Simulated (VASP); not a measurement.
# CrI3 (Pm-3m) in VASP: single point with PBEsol

Aim: the single point of CrI3 with PBEsol.

Program: VASP 6.6.1. These are calculated values, not measurements. Logs are shortened: lines on timing, memory, paths and dates and some standing lists are left out, and cuts for length are marked.

## 1. The cell of the first run

Symmetry: Pm-3m, No. 221, cubic system. The conventional cell has a = 5.630 Å, b = 5.630 Å, c = 5.630 Å, α = 90.00°, β = 90.00°, γ = 90.00°. Within 3.7 Å of Cr (site symmetry m-3m) lie 6 I at 2.81 Å. Within 3.7 Å of I (site symmetry 4/mmm) lie 2 Cr at 2.81 Å.

## 2. Single point, PBEsol, collinear spin, ferromagnetic start

INCAR

```
SYSTEM = CrI3
PREC = Accurate ; ENCUT = 520
EDIFF = 1E-6 ; ISMEAR = 0
SIGMA = 0.05 ; LREAL = .False.
LASPH = .True. ; NELM = 150
ALGO = Normal ; ISIF = 2
LWAVE = .False. ; LCHARG = .False.
ISPIN = 2 ; MAGMOM = 3 0 0 0
LORBIT = 11 ; LMAXMIX = 4
GGA = PS ; NBANDS = 28
```

KPOINTS

```
regular mesh
0
Gamma
  6 6 6
  0 0 0
```

POSCAR

```
CrI3
1.0
    5.6300000000      0.0000000000      0.0000000000
    0.0000000000      5.6300000000      0.0000000000
    0.0000000000      0.0000000000      5.6300000000
Cr I
1 3
Direct
    0.0000000000      0.0000000000      0.0000000000
    0.5000000000      0.0000000000      0.0000000000
    0.0000000000      0.0000000000      0.5000000000
    0.0000000000      0.5000000000      0.0000000000
```

Potentials or basis: VASP PAW PBE potentials, release 64 (Cr_pv, I).

The run is started by

```sh
$ cat potpaw_PBE.64/Cr_pv/POTCAR potpaw_PBE.64/I/POTCAR > POTCAR
$ mpirun -np 1 vasp_std > vasp.out
```

OUTCAR:

```text
SYSTEM = CrI3
   PREC = Accurate
   ENCUT = 520
   EDIFF = 1E-6
   ISMEAR = 0
   LREAL = .False.
   LASPH = .True.
   NELM = 150
   ISIF = 2
   ISPIN = 2
   LORBIT = 11
   GGA = PS

 ion  position               nearest neighbor table
   1  0.000  0.000  0.000-   2 2.81   3 2.81   4 2.81   3 2.81   4 2.81   2 2.81
   2  0.500  0.000  0.000-   1 2.81   1 2.81
   3  0.000  0.000  0.500-   1 2.81   1 2.81
   4  0.000  0.500  0.000-   1 2.81   1 2.81

  LATTYP: Found a simple cubic cell.
 ALAT       =     5.6300000000

  Lattice vectors:

 A1 = (   5.6300000000,   0.0000000000,   0.0000000000)
 A2 = (   0.0000000000,   5.6300000000,   0.0000000000)
 A3 = (   0.0000000000,   0.0000000000,   5.6300000000)

Analysis of symmetry for initial positions (statically):
=====================================================================
 Subroutine PRICEL returns:
 Original cell was already a primitive cell.

 Routine SETGRP: Setting up the symmetry group for a
 simple cubic supercell.

 Subroutine GETGRP returns: Found 48 space group operations
 (whereof 48 operations were pure point group operations)
 out of a pool of 48 trial point group operations.

The static configuration has the point symmetry O_h .

Analysis of symmetry for dynamics (positions and initial velocities):
=====================================================================
 Subroutine PRICEL returns:
 Original cell was already a primitive cell.

 Routine SETGRP: Setting up the symmetry group for a
 simple cubic supercell.

 Subroutine GETGRP returns: Found 48 space group operations
 (whereof 48 operations were pure point group operations)
 out of a pool of 48 trial point group operations.

The dynamic configuration has the point symmetry O_h .

Analysis of structural, dynamic, and magnetic symmetry:
=====================================================================
 Subroutine PRICEL returns:
 Original cell was already a primitive cell.

 Routine SETGRP: Setting up the symmetry group for a
 simple cubic supercell.

 Subroutine GETGRP returns: Found 48 space group operations
 (whereof 48 operations were pure point group operations)
 out of a pool of 48 trial point group operations.

The overall configuration has the point symmetry O_h .

 Subroutine INISYM returns: Found 48 space group operations
 (whereof 48 operations are pure point group operations),
 and found     1 'primitive' translations

----------------------------------------------------------------------------------------

                                     Primitive cell

  volume of cell :     178.4535

  direct lattice vectors                    reciprocal lattice vectors
     5.630000000  0.000000000  0.000000000     0.177619893  0.000000000  0.000000000
     0.000000000  5.630000000  0.000000000     0.000000000  0.177619893  0.000000000
     0.000000000  0.000000000  5.630000000     0.000000000  0.000000000  0.177619893

  length of vectors
     5.630000000  5.630000000  5.630000000     0.177619893  0.177619893  0.177619893

  position of ions in fractional coordinates (direct lattice)
     0.000000000  0.000000000  0.000000000
     0.500000000  0.000000000  0.000000000
     0.000000000  0.000000000  0.500000000
     0.000000000  0.500000000  0.000000000

  ion indices of the primitive-cell ions
   primitive index   ion index
                 1           1
                 2           2
                 3           3
                 4           4

----------------------------------------------------------------------------------------

 KPOINTS: regular mesh

Automatic generation of k-mesh.
 Grid dimensions read from file:
 generate k-points for:    6    6    6

 Generating k-lattice:

  Cartesian coordinates                     Fractional coordinates (reciprocal lattice)
     0.029603316  0.000000000  0.000000000     0.166666667  0.000000000  0.000000000
     0.000000000  0.029603316  0.000000000     0.000000000  0.166666667  0.000000000
     0.000000000  0.000000000  0.029603316     0.000000000  0.000000000  0.166666667

  Length of vectors
     0.029603316  0.029603316  0.029603316

  Shift w.r.t. Gamma in fractional coordinates (k-lattice)
     0.000000000  0.000000000  0.000000000

 Subroutine IBZKPT returns following result:
 ===========================================

 Found     20 irreducible k-points:

 Following reciprocal coordinates:
            Coordinates               Weight
  0.000000  0.000000  0.000000      1.000000
  0.166667  0.000000  0.000000      6.000000
  0.333333  0.000000  0.000000      6.000000
  0.500000  0.000000  0.000000      3.000000
  0.166667  0.166667  0.000000     12.000000
  0.333333  0.166667  0.000000     24.000000
[... 12 lines left out ...]
  0.500000  0.500000  0.333333      6.000000
  0.500000  0.500000  0.500000      1.000000
   k-points           NKPTS =     20   k-points in BZ     NKDIM =     20   number of bands    NBANDS=     28
   number of dos      NEDOS =    301   number of ions     NIONS =      4
   total plane-waves  NPLWV =  74088
   dimension x,y,z NGX =    42 NGY =   42 NGZ =   42
   dimension x,y,z NGXF=    84 NGYF=   84 NGZF=   84
   ions per type =               1   3
   NGX,Y,Z   is equivalent  to a cutoff of  12.40, 12.40, 12.40 a.u.
   NGXF,Y,Z  is equivalent  to a cutoff of  24.80, 24.80, 24.80 a.u.
 SYSTEM =  CrI3
   PREC   = accura    normal or accurate (medium, high low for compatibility)
   ISTART =      0    job   : 0-new  1-cont  2-samecut
   ICHARG =      2    charge: 1-file 2-atom 10-const
   ISPIN  =      2    spin polarized calculation?
   LNONCOLLINEAR =      F non collinear calculations
   LSORBIT =      F    spin-orbit coupling
   LASPH  =      T    aspherical Exc in radial PAW
   ENCUT  =  520.0 eV  38.22 Ry    6.18 a.u.  10.47 10.47 10.47*2*pi/ulx,y,z
   NELM   =    150;   NELMIN=  2; NELMDL= -5     # of ELM steps
   EDIFF  = 0.1E-05   stopping-criterion for ELM
   LREAL  =      F    real-space projection
   EDIFFG = 0.1E-04   stopping-criterion for IOM
   NSW    =      0    number of steps for IOM
   IBRION =     -1    ionic relax: 0-MD 1-quasi-New 2-CG
   NFREE  =      0    steps in history (QN), initial steepest desc. (CG)
   ISIF   =      2    stress and relaxation
   ISYM   =      2    0-nonsym 1-usesym 2-fastsym
   POTIM  = 0.5000    time-step for ionic-motion
   TEBEG  =    0.0;   TEEND  =   0.0 temperature during run
   PSTRESS=    0.0 pullay stress
   NELECT =      33.0000    total number of electrons
   NUPDOWN=      -1.0000    fix difference up-down
   EMIN   =  10.00;   EMAX   =-10.00  energy-range for DOS
   EFERMI =   0.00;   METHOD = LEGACY
   ISMEAR =     0;   SIGMA  =   0.05  broadening in eV -4-tet -1-fermi 0-gaus
   EFERMI_NEDOS =   21; number of points for ismear=-14 and -15
   IALGO  =     38    algorithm
   IMIX   =      4    mixing-type and parameters
     AMIX     =   0.40;   BMIX     =  1.00
     AMIX_MAG =   1.60;   BMIX_MAG =  1.00
  volume/ion in A,a.u.               =      44.61       301.07
  Fermi-wavevector in a.u.,A,eV,Ry     =   0.932691  1.762530 11.835876  0.869912
  Thomas-Fermi vector in A             =   2.059315
   LORBIT       =     11    0 simple, 1 ext, 2 COOP (PROOUT), +10 PAW based schemes
   GGA     = PS    functional components
   LHFCALC =     F    Hartree Fock is set to
   AEXX    =    0.0000 exact exchange contribution
   IVDW    =     0    specifies the selected vdW correction
   LEPSILON=     F    determine dielectric tensor
   LRPA    =     F    only Hartree local field effects (RPA)
 spin polarized calculation
 Gauss-broadening in eV      SIGMA  =   0.05
  energy-cutoff  :      520.00
  volume of cell :      178.45
 maximum number of plane-waves:      4837
 NGX is ok and might be reduce to    42
   NGX = 21   NGY = 21   NGZ = 21

 number of electron      33.0000006 magnetization       3.2026995

 Free energy of the ion-electron system (eV)
  ---------------------------------------------------
  ext. energy  EPLUGINS =         0.00000000
  ---------------------------------------------------
  free energy    TOTEN  =       -15.45478441 eV

  energy without entropy =      -15.45078847  energy(sigma->0) =      -15.45278644

 E-fermi :   0.9844     XC(G=0):  -7.3780

 val. band max:        0.9760147215   @ k =   0.5000   0.3333   0.3333
 cond. band min:       0.9992579466   @ k =   0.3333   0.0000   0.0000
 fundamental gap:      0.0232432252
 Fermi energy:         0.9843658397

 spin component 1

 k-point     1 :       0.0000    0.0000    0.0000
  band No.  band energies     occupation
      1     -42.7914      1.00000
      2     -42.7914      1.00000
      3     -42.7914      1.00000
      4     -11.3426      1.00000
      5     -10.4026      1.00000
      6     -10.4026      1.00000
[... 20 lines left out ...]
     27       7.8851      0.00000
     28       7.8851      0.00000

 k-point     2 :       0.1667    0.0000    0.0000
  band No.  band energies     occupation
      1     -42.7914      1.00000
      2     -42.7914      1.00000
      3     -42.7913      1.00000
      4     -11.2902      1.00000
      5     -10.4497      1.00000
      6     -10.4009      1.00000
[... 20 lines left out ...]
     27       8.0987      0.00000
     28       8.0987      0.00000

 k-point     3 :       0.3333    0.0000    0.0000
  band No.  band energies     occupation
      1     -42.7914      1.00000
      2     -42.7914      1.00000
      3     -42.7913      1.00000
      4     -11.1592      1.00000
      5     -10.5704      1.00000
      6     -10.3974      1.00000
[... 491 lines left out ...]
      2     -42.7912      1.00000
      3     -42.7912      1.00000
      4     -10.6632      1.00000
      5     -10.6361      1.00000
      6     -10.6361      1.00000
[... 20 lines left out ...]
     27       9.4396      0.00000
     28       9.4396      0.00000

 k-point    20 :       0.5000    0.5000    0.5000
  band No.  band energies     occupation
      1     -42.7912      1.00000
      2     -42.7912      1.00000
      3     -42.7912      1.00000
      4     -10.6328      1.00000
      5     -10.6328      1.00000
      6     -10.6328      1.00000
[... 20 lines left out ...]
     27       9.8444      0.00000
     28       9.8444      0.00000
 Fermi energy:         0.9843658397

 spin component 2

 k-point     1 :       0.0000    0.0000    0.0000
  band No.  band energies     occupation
      1     -39.3644      1.00000
      2     -39.3644      1.00000
      3     -39.3644      1.00000
      4     -11.4028      1.00000
      5     -10.4991      1.00000
      6     -10.4991      1.00000
[... 20 lines left out ...]
     27       8.4668      0.00000
     28      11.9005      0.00000

 k-point     2 :       0.1667    0.0000    0.0000
  band No.  band energies     occupation
      1     -39.3644      1.00000
      2     -39.3644      1.00000
      3     -39.3643      1.00000
      4     -11.3526      1.00000
      5     -10.5469      1.00000
      6     -10.4974      1.00000
[... 20 lines left out ...]
     27       8.5761      0.00000
     28      11.0526      0.00000

 k-point     3 :       0.3333    0.0000    0.0000
  band No.  band energies     occupation
      1     -39.3644      1.00000
      2     -39.3644      1.00000
      3     -39.3642      1.00000
      4     -11.2260      1.00000
      5     -10.6686      1.00000
      6     -10.4940      1.00000
[... 492 lines left out ...]
      3     -39.3642      1.00000
      4     -10.7581      1.00000
      5     -10.7365      1.00000
      6     -10.7365      1.00000
[... 20 lines left out ...]
     27       9.7468      0.00000
     28       9.9312      0.00000

 k-point    20 :       0.5000    0.5000    0.5000
  band No.  band energies     occupation
      1     -39.3642      1.00000
      2     -39.3642      1.00000
      3     -39.3642      1.00000
      4     -10.7333      1.00000
      5     -10.7333      1.00000
      6     -10.7333      1.00000
[... 20 lines left out ...]
     27       9.8227      0.00000
     28      10.2396      0.00000

------------------------ aborting loop because EDIFF is reached ----------------------------------------

  FORCE on cell =-STRESS in cart. coord.  units (eV):
  Direction    XX          YY          ZZ          XY          YZ          ZX
  --------------------------------------------------------------------------------------
  -------------------------------------------------------------------------------------
  Total       -2.5612470     -2.5612470     -2.5612470     -0.0000000      0.0000000     -0.0000000
  in kB      -22.9951827    -22.9951827    -22.9951827     -0.0000000      0.0000000     -0.0000000
  external PRESSURE =     -22.9951827 kB  Pullay stress =       0.0000000 kB

 VOLUME and BASIS-vectors are now :
 -----------------------------------------------------------------------------
  energy-cutoff  :      520.00
  volume of cell :      178.45
      direct lattice vectors                 reciprocal lattice vectors
     5.630000000  0.000000000  0.000000000     0.177619893  0.000000000  0.000000000
     0.000000000  5.630000000  0.000000000     0.000000000  0.177619893  0.000000000
     0.000000000  0.000000000  5.630000000     0.000000000  0.000000000  0.177619893

 POSITION                                       TOTAL-FORCE (eV/Angst)
 -----------------------------------------------------------------------------------
      0.00000      0.00000      0.00000         0.000000      0.000000      0.000000
      2.81500      0.00000      0.00000         0.000000      0.000000      0.000000
      0.00000      0.00000      2.81500         0.000000      0.000000      0.000000
      0.00000      2.81500      0.00000         0.000000      0.000000      0.000000
 -----------------------------------------------------------------------------------
    total drift:                               -0.000000     -0.000000     -0.000000

  FREE ENERGIE OF THE ION-ELECTRON SYSTEM (eV)
  ---------------------------------------------------
  free  energy   TOTEN  =       -15.4547844118 eV

  energy  without entropy=      -15.4507884676  energy(sigma->0) =      -15.45278644

 total charge

# of ion       s       p       d       tot
------------------------------------------
    1        0.205   6.139   4.075  10.419
    2        1.509   2.731   0.015   4.255
    3        1.509   2.731   0.015   4.255
    4        1.509   2.731   0.015   4.255
--------------------------------------------------
tot          4.731  14.333   4.119  23.183

 magnetization (x)

# of ion       s       p       d       tot
------------------------------------------
    1        0.034   0.016   3.365   3.415
    2       -0.000  -0.128   0.006  -0.123
    3       -0.000  -0.128   0.006  -0.123
    4       -0.000  -0.128   0.006  -0.123
--------------------------------------------------
tot          0.033  -0.368   3.382   3.047
```

Wall time 6.7 min (1 thread of Intel Xeon 8259CL, shared host); peak memory 0.4 GiB.

Results:

* Free energy: -15.4548 eV
* Pressure: -2.3 GPa
* Net moment: 3.20 μB per cell
* Site moments: Cr +3.42; I -0.12 μB
* Valence electrons inside the program's atomic spheres: Cr 10.42; I 4.25

Caveat: an empty level that is flat over the whole mesh can mark a ghost state of the potentials, or a narrow d or f band; the PAW data sets were made with another functional, which shifts forces and pressure a little; spin-orbit coupling is left out, which moves the levels of the heavy elements; semilocal functionals often make such compounds metallic where correlation or magnetic order opens a gap, which also shifts bond lengths.
